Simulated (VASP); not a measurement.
Input of a VASP 6.6.1 run:

Contents of INCAR:

```
PREC = Accurate
ENCUT = 520
EDIFF = 1E-8
ISMEAR = -1
SIGMA = 0.08
LREAL = F
LASPH = T
NELM = 150
ALGO = Normal
ISIF = 2
LWAVE = F
LCHARG = F
LNONCOLLINEAR = T
MAGMOM = 0 0 0 0 0 0
LORBIT = 11
LSORBIT = T
GGA_COMPAT = F
LORBMOM = T
GGA = PE
LEFG = T
NBANDS = 30
```

The input KPOINTS:

```
regular mesh
0
Gamma
  9 9 9
```

Contents of POSCAR:

```
GaSb
1.0
    0.0000000000      3.1080583506      3.1080583506
    3.1080583506      0.0000000000      3.1080583506
    3.1080583506      3.1080583506      0.0000000000
Ga Sb
1 1
Direct
    0.0000000000      0.0000000000      0.0000000000
    0.2500000000      0.2500000000      0.2500000000
```

Potentials or basis: VASP PAW PBE potentials, release 64 (Ga_d, Sb).

The run is started by

```console
$ cat potpaw_PBE.64/Ga_d/POTCAR potpaw_PBE.64/Sb/POTCAR > POTCAR
$ mpirun -np 1 vasp_ncl > vasp.out
```

What does it give for the net moment?

0.00 μB per cell.

Estimate the pressure.

0.1 GPa.

Moments on the atoms (μB; x, y, z):
```
Ga  0.00 0.00 0.00
Sb  0.00 0.00 0.00
```

Caveat: without QUAD_EFG the Cq values of the log hold for a quadrupole moment of 1 mb, not for the nuclei.
